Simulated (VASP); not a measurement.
A run of VASP 6.6.1:

The input INCAR:

```
SYSTEM = Cd2S
PREC = Accurate
ENCUT = 520
EDIFF = 1E-8
ISMEAR = -1
SIGMA = 0.05
LREAL = .FALSE.
LASPH = .TRUE.
NELM = 80
ALGO = Normal
ISIF = 2
LWAVE = .FALSE.
LCHARG = .FALSE.
GGA = PE
IBRION = 8
NSW = 1
```

KPOINTS

```
Automatic mesh
0
G
  8 8 4
  0 0 0
```

File POSCAR:

```
Cd2S
1.0
    3.9626700490      0.0000000000      0.0000000000
   -1.9813350245      3.4317729293      0.0000000000
    0.0000000000      0.0000000000      5.8091920000
Cd S
2 1
Direct
    0.3333333333      0.6666666667      0.9327170000
    0.6666666667      0.3333333333      0.5787350000
    0.3333333333      0.6666666667      0.3657050000
```

Potentials or basis: VASP PAW PBE potentials, release 64 (Cd, S).

Launch:

```bash
$ cat potpaw_PBE.64/Cd/POTCAR potpaw_PBE.64/S/POTCAR > POTCAR
$ mpirun -np 1 vasp_std > vasp.out
```

Hardware: 1 thread of Intel(R) Xeon(R) Platinum 8488C (Sapphire Rapids), with other jobs on the host.

Task: Estimate the wall time of this run.

Result: It took 12 min on 1 thread of Intel(R) Xeon(R) Platinum 8488C (Sapphire Rapids), with other jobs on the host, peak memory 0.59 GiB. Counts: scf iterations 90, k points 35.
